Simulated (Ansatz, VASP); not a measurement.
# Two plane-wave programs on W

File INCAR:

```
SYSTEM = W
ALGO = Fast ; EDIFF = 1E-6
ENCUT = 520 ; GGA = PE
ISIF = 2 ; ISMEAR = 0
LASPH = .True. ; LCHARG = .False.
LREAL = .False. ; LWAVE = .False.
NBANDS = 21 ; NELM = 80
PREC = Accurate ; SIGMA = 0.1
```

File KPOINTS:

```
k-points
0
Gamma
  9 9 4
  0 0 0
```

The input POSCAR:

```
W
1.0
    2.9134635405      0.0000000000      0.0000000000
   -1.4567317703      2.5231334391      0.0000000000
    0.0000000000      0.0000000000      4.7287056219
W
2
Direct
    0.3333333333      0.6666666667      0.2500000000
    0.6666666667      0.3333333333      0.7500000000
```

Input for Ansatz:

```yaml
crystal:
  lattice:
    - [2.9134635405, 0.0, 0.0]
    - [-1.4567317703, 2.5231334391, 0.0]
    - [0.0, 0.0, 4.7287056219]
  atoms:
    - { symbol: W, position: [0.3333333333, 0.6666666667, 0.25] }
    - { symbol: W, position: [0.6666666667, 0.3333333333, 0.75] }
basis:
  ecutwfc: 420
kpoints:
  mp_grid: { grid: [9, 9, 4] }
hamiltonian:
  xc: pbe
scf:
  occupations: { method: gaussian, width: 0.1 }
  lower_state_search: "off"
output:
  forces: true
  stress: true
  eigenvalues: true
```

Alike in both runs: task single point; functional PBE; k mesh 9 × 9 × 4; occupations gaussian, width 0.1 eV; no spin polarisation.

|  | VASP | Ansatz |
| --- | --- | --- |
| version | VASP 6.6.1 | Ansatz 0.2.0 |
| potentials or method | VASP PAW PBE potentials, release 64 (W_sv), cutoff 520 eV | scalar-relativistic, plane waves, PAW |
| valence electrons in the cell | 28 | 28 |

Ansatz gave:

```
gap on the k mesh at the Fermi level (eV)                     : none
pressure (GPa)                                                : -13.8
traceless stress, the component that is largest in VASP (GPa) : 11.33
```

**Question.** Estimate VASP's values.

**Answer.** gap on the k mesh at the Fermi level (eV): none; pressure (GPa): -13.6; traceless stress, the component that is largest in VASP (GPa): 11.41.

A gap of «none» marks a metal or a gap that the smearing closes.

Neither program's run includes spin-orbit coupling.
